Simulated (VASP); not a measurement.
KF, 2 atoms in the cell. Symmetry: I4/mmm, No. 139, tetragonal system. The conventional cell has a = 3.781 Å, b = 3.781 Å, c = 5.213 Å, α = 90.00°, β = 90.00°, γ = 90.00°. K (site symmetry 4/mmm) has 6 F at 2.61 to 2.67 Å within 3.4 Å. F (site symmetry 4/mmm) has 6 K at 2.61 to 2.67 Å within 3.4 Å.  This cell differs from its parent crystal: strain +0.000 along x and y, -0.025 along z.

| Item | Value |
| --- | --- |
| Program | VASP 6.6.1 |
| Task | single point |
| Functional | PBE |
| Potentials or basis | VASP PAW PBE potentials, release 64 (K_sv, F) |
| Cutoff | 520 eV |
| k mesh | 8 × 8 × 8 |
| Occupations | gaussian, width 0.05 eV |
| Spin | no spin polarisation |
| Dipole correction | no |
| Further INCAR settings | ALGO = Normal; EDIFF = 1e-07; NBANDS = 15 |

Potentials or basis: VASP PAW PBE potentials, release 64 (K_sv, F).

Launch:

```sh
$ cat potpaw_PBE.64/K_sv/POTCAR potpaw_PBE.64/F/POTCAR > POTCAR
$ mpirun -np 1 vasp_std > vasp.out
```

Hardware: 1 thread of Intel(R) Xeon(R) Platinum 8488C (Sapphire Rapids) (shared host).

Question: How long does it take, and how much memory?

Answer: Run time: 30 s on 1 thread of Intel(R) Xeon(R) Platinum 8488C (Sapphire Rapids), on a shared host, peak memory 0.17 GiB. Counts: scf iterations 14, k points 59.
